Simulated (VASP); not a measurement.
A run of VASP 6.6.1 is set up as follows.

The input INCAR:

```
SYSTEM = GaAs
  PREC = Accurate
  ENCUT = 520
  EDIFF = 1E-8
  ISMEAR = -1
  SIGMA = 0.05
  LREAL = .False.
  LASPH = .True.
  NELM = 60
  ALGO = Normal
  ISIF = 2
  LWAVE = .False.
  LCHARG = .False.
  GGA = PE
  LEFG = .True.
  NBANDS = 16
```

Contents of KPOINTS:

```
Automatic mesh
0
Gamma
  11 11 11
  0 0 0
```

The input POSCAR:

```
GaAs
1.0
    0.0000000000      2.7853780701      2.9116555000
    2.7853780701      0.0000000000      2.9116555000
    2.7853780701      2.7853780701      0.0000000000
Ga As
1 1
Direct
    0.0000000000      0.0000000000      0.0000000000
    0.7500000000      0.7500000000      0.7500000000
```

Potentials or basis: VASP PAW PBE potentials, release 64 (Ga_d, As).

Run with:

```console
$ cat potpaw_PBE.64/Ga_d/POTCAR potpaw_PBE.64/As/POTCAR > POTCAR
$ mpirun -np 1 vasp_std > vasp.out
```

Problem. Estimate the pressure.

Solution. 3.5 GPa.

Problem. Predict the band gap on the k mesh.

Solution. 0.41 eV, direct.

Electric field gradients, principal values (V/Å²):
```
atom   least  middle  greatest (by size)
1 Ga   3.386   3.396              -6.781
2 As  -5.774  -5.775              11.549
```

Caveat: without QUAD_EFG the Cq values of the log hold for a quadrupole moment of 1 mb, not for the nuclei. A k mesh can miss the band edges.
